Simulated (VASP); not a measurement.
Wanted: the native input for a VASP 6.6.1 run.

- Task: single point
- Functional: LDA
- Potentials or basis: VASP PAW LDA potentials, release 64 (Ir)
- Cutoff: 520 eV
- k mesh: 22 × 22 × 22
- Occupations: gaussian, width 0.15 eV
- Spin: no spin polarisation
- Dipole correction: no
- Further INCAR settings: ALGO = Fast; EDIFF = 1e-06; NBANDS = 10

The structure of Ir lies in POSCAR:

```
Ir
1.0
    0.0000000000      1.9375196552      1.7935619448
    1.9375196552      0.0000000000      1.7935619448
    1.9375196552      1.9375196552      0.0000000000
Ir
1
Direct
    0.0000000000      0.0000000000      0.0000000000
```

These files were run (other wordings do the same):

INCAR

```
SYSTEM = Ir
PREC     = Accurate       ! precision mode
ENCUT    = 520            ! plane-wave cutoff, eV
EDIFF    = 1E-6           ! SCF threshold, eV
ISMEAR   = 0              ! smearing method
SIGMA    = 0.15           ! smearing width, eV
LREAL    = .False.        ! projectors in reciprocal space
LASPH    = .True.         ! aspherical terms in the spheres
NELM     = 80             ! most SCF steps
ALGO     = Fast           ! electronic algorithm
ISIF     = 2              ! what is computed and relaxed
LWAVE    = .False.        ! write WAVECAR
LCHARG   = .False.        ! write CHGCAR
NBANDS   = 10             ! bands
```

KPOINTS

```
Automatic mesh
0
Gamma
  22 22 22
  0 0 0
```

Potentials or basis: VASP PAW LDA potentials, release 64 (Ir).

Command:

```sh
$ cat potpaw_LDA.64/Ir/POTCAR > POTCAR
$ mpirun -np 1 vasp_std > vasp.out
```

Results of the run:

| Property | Result |
| --- | --- |
| Pressure | 19.1 GPa |
| Band gap on the k mesh | zero (an odd number of electrons rules out a gap without spin polarisation) |

Caveat: the stress differs along the axes, from 9 to 40 GPa; spin-orbit coupling is left out, which moves the levels of the heavy elements.

Run time: 43 s on 1 thread of Intel(R) Xeon(R) 6975P-C (Granite Rapids) (shared host), peak memory 0.22 GiB.
